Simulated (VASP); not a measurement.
Input of a VASP 6.6.1 run:

INCAR

```
SYSTEM = Ba7SrO8
PREC = Accurate
ENCUT = 520
EDIFF = 1E-6
ISMEAR = -1
SIGMA = 0.05
LREAL = Auto
LASPH = .TRUE.
NELM = 60
ALGO = Normal
ISIF = 2
LWAVE = .FALSE.
LCHARG = .FALSE.
GGA = PS
NBANDS = 294
```

KPOINTS

```
Automatic mesh
0
Gamma
  1 1 1
  0.5 0.5 0.5
```

File POSCAR:

```
Ba7SrO8
1.0
   10.8453254720      0.0000000000      0.0000000000
    0.0000000000     10.8453254720      0.0000000000
    0.0000000000      0.0000000000     10.8453254720
O Ba Sr
32 28 4
Direct
    0.2509250000      0.0012650000      0.9998940000
    0.2501190000      0.0004400000      0.4998820000
    0.2582680000      0.4986090000      0.0000590000
    0.2512630000      0.4999380000      0.5000600000
    0.7482140000      0.0087230000      0.0000750000
    0.7496690000      0.0016330000      0.5000930000
    0.7424720000      0.4929110000      0.0002380000
    0.7486090000      0.4989390000      0.5003300000
    0.9909320000      0.2519770000      0.0003270000
    0.9985620000      0.2503770000      0.5001500000
    0.9987880000      0.7491890000      0.9927670000
    0.9996510000      0.7499720000      0.5081190000
    0.5063590000      0.2566670000      0.0059420000
    0.5014590000      0.2517680000      0.4909620000
    0.5016210000      0.7411460000      0.0002990000
    0.5000680000      0.7488770000      0.5001150000
    0.9998310000      0.0004180000      0.2495590000
    0.9995670000      0.9926340000      0.7504520000
    0.9998290000      0.5002110000      0.2483130000
    0.9997080000      0.5073900000      0.7513640000
    0.5001980000      0.0088500000      0.2480610000
    0.5000190000      0.9998910000      0.7511490000
    0.5003020000      0.4929950000      0.2421560000
    0.5001730000      0.4994990000      0.7583230000
    0.2583800000      0.2505210000      0.2480280000
    0.2495810000      0.2503130000      0.7511430000
    0.2501360000      0.7500810000      0.2496480000
    0.2423860000      0.7498880000      0.7505220000
    0.7426550000      0.2506890000      0.2422060000
    0.7492400000      0.2505430000      0.7584910000
    0.7498400000      0.7502830000      0.2482840000
    0.7571210000      0.7500610000      0.7513270000
    0.9981540000      0.0002840000      0.9985900000
    0.9997640000      0.9988300000      0.5015560000
    0.9978940000      0.5001830000      0.9985070000
    0.9998770000      0.5016090000      0.5018240000
    0.5013660000      0.0038610000      0.0012560000
    0.4999840000      0.0018340000      0.4982210000
    0.4999960000      0.4986290000      0.4980070000
    0.2535170000      0.2517050000      0.0012480000
    0.2515340000      0.2503050000      0.4982270000
    0.2499680000      0.7484320000      0.9985690000
    0.2484710000      0.7500850000      0.5016220000
    0.7483310000      0.2503170000      0.4979530000
    0.7498160000      0.7482450000      0.9985210000
    0.7513110000      0.7502560000      0.5018240000
    0.2516350000      0.0019380000      0.2496490000
    0.2483680000      0.9987390000      0.7501920000
    0.2530590000      0.4985610000      0.2481320000
    0.2500440000      0.5013610000      0.7517210000
    0.7482410000      0.0033930000      0.2480880000
    0.7510750000      0.0004040000      0.7517550000
    0.7469990000      0.4973520000      0.2468670000
    0.7496150000      0.4999690000      0.7530280000
    0.9978710000      0.2504330000      0.2481220000
    0.9979770000      0.2503300000      0.7518310000
    0.9999110000      0.7502220000      0.2497880000
    0.5014140000      0.2517000000      0.7535610000
    0.5000830000      0.7481450000      0.2481630000
    0.4999640000      0.7483200000      0.7518220000
    0.5018770000      0.4966710000      0.0015570000
    0.7463330000      0.2522290000      0.0015650000
    0.9996640000      0.7500630000      0.7505060000
    0.5018220000      0.2521210000      0.2460210000
```

Potentials or basis: VASP PAW PBE potentials, release 64 (O, Ba_sv, Sr_sv).

Launch:

```bash
$ cat potpaw_PBE.64/O/POTCAR potpaw_PBE.64/Ba_sv/POTCAR potpaw_PBE.64/Sr_sv/POTCAR > POTCAR
$ mpirun -np 1 vasp_std > vasp.out
```

Problem. What does it give for the band gap on the k mesh?

Solution. 4.23 eV.

Problem. What does it give for the pressure?

Solution. 1.7 GPa.

Problem. Predict the largest force.

Solution. 0.083 eV/Å.

Forces on the atoms (eV/Å):
```
O   -0.013 -0.013 -0.001
O   -0.002 -0.002 -0.001
O    0.031  0.014 -0.002
O   -0.013  0.004  0.001
O    0.017  0.029 -0.003
O    0.002 -0.012 -0.001
O   -0.041 -0.040 -0.005
O    0.013  0.013 -0.003
O   -0.028 -0.018 -0.002
O    0.012 -0.001  0.000
O    0.016  0.013 -0.039
O    0.004  0.003  0.035
O    0.049  0.047  0.048
O   -0.016 -0.017 -0.033
O   -0.018 -0.026 -0.001
O   -0.003  0.014  0.002
O    0.000  0.002  0.004
O    0.002 -0.036 -0.003
O    0.003 -0.001  0.014
O    0.002  0.040 -0.015
O   -0.002  0.030  0.018
O   -0.003  0.000 -0.012
O   -0.001 -0.042 -0.043
O   -0.003  0.003  0.034
O    0.034 -0.003  0.021
O    0.000 -0.001 -0.011
O   -0.001  0.002  0.003
O   -0.038  0.002 -0.005
O   -0.044 -0.002 -0.044
O    0.002 -0.004  0.030
O    0.000  0.001  0.015
O    0.038  0.001 -0.015
Ba   0.009  0.003  0.010
Ba   0.002  0.009 -0.008
Ba   0.014  0.001  0.013
Ba   0.002 -0.009 -0.014
Ba  -0.010 -0.018 -0.009
Ba   0.000 -0.009  0.009
Ba   0.001  0.010  0.009
Ba  -0.017 -0.010 -0.009
Ba  -0.010 -0.002  0.008
Ba   0.003  0.011  0.012
Ba   0.010  0.000 -0.011
Ba   0.008  0.001  0.011
Ba   0.002  0.014  0.012
Ba  -0.010  0.000 -0.014
Ba  -0.011 -0.011  0.003
Ba   0.009  0.006 -0.005
Ba  -0.018  0.011  0.013
Ba  -0.002 -0.009 -0.011
Ba   0.011 -0.016  0.014
Ba  -0.010 -0.003 -0.012
Ba   0.018  0.020  0.021
Ba   0.000  0.001 -0.015
Ba   0.012 -0.001  0.012
Ba   0.011 -0.004 -0.012
Ba   0.002  0.002  0.007
Ba  -0.011 -0.010 -0.017
Ba   0.000  0.013  0.011
Ba  -0.002  0.010 -0.013
Sr  -0.006  0.000 -0.002
Sr   0.000 -0.006 -0.002
Sr  -0.001 -0.002  0.001
Sr  -0.003 -0.002  0.002
```

Caveat: the k points lie up to 0.58 Å⁻¹ apart; the PAW data sets were made with another functional, which shifts forces and pressure a little; spin-orbit coupling is left out, which moves the levels of the heavy elements; a shifted mesh leaves out Γ, where band edges can lie. A k mesh can miss the band edges.
